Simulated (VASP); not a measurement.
Crystal: Ba3Re.

```
CELL_PARAMETERS angstrom
5.18769 0.00000 0.00000
0.00000 5.18769 0.00000
0.00000 0.00000 5.18769
ATOMIC_POSITIONS crystal
Ba 0.00000 0.50000 0.50000
Ba 0.50000 0.00000 0.50000
Ba 0.50000 0.50000 0.00000
Re 0.00000 0.00000 0.00000
```

```yaml
Program: VASP 6.6.1
Task: relaxation of cell and atoms
Functional: PBE
Potentials_or_basis: VASP PAW PBE potentials, release 64 (Ba_sv, Re)
Cutoff: 600 eV
k_mesh: 10 × 10 × 10
Occupations: gaussian, width 0.1 eV
Spin: no spin polarisation
```

At the start: pressure 0.9 GPa; volume 34.90 Å³/atom.

Q: How do energy, volume and symmetry change on relaxing?

A: Over 7 steps the energy falls by 3.8 meV/atom and the volume is 36.24 Å³/atom (+3.8 %); space group Pm-3m (No. 221, to 0.1 Å) before and after.

The path:
```
step  energy change (eV)  largest force (eV/Å)  pressure (GPa)  volume (Å³)
   1              0.0000                0.0000            0.92       139.61
   2             -0.0143                0.0000            0.05       143.71
   3             -0.0145                0.0000            0.18       143.87
   4             -0.0147                0.0000            0.15       144.04
   5             -0.0150                0.0000            0.07       144.53
   6             -0.0151                0.0000           -0.09       145.53
   7             -0.0152                0.0000            0.02       144.97
```

Final structure:
```yaml
crystal:
  lattice:
    - [5.25328, 0.00000, 0.00000]
    - [0.00000, 5.25328, 0.00000]
    - [0.00000, 0.00000, 5.25328]
  atoms:
    - { symbol: Ba, position: [0.00000, 0.50000, 0.50000] }
    - { symbol: Ba, position: [0.50000, 0.00000, 0.50000] }
    - { symbol: Ba, position: [0.50000, 0.50000, 0.00000] }
    - { symbol: Re, position: [0.00000, 0.00000, 0.00000] }
```
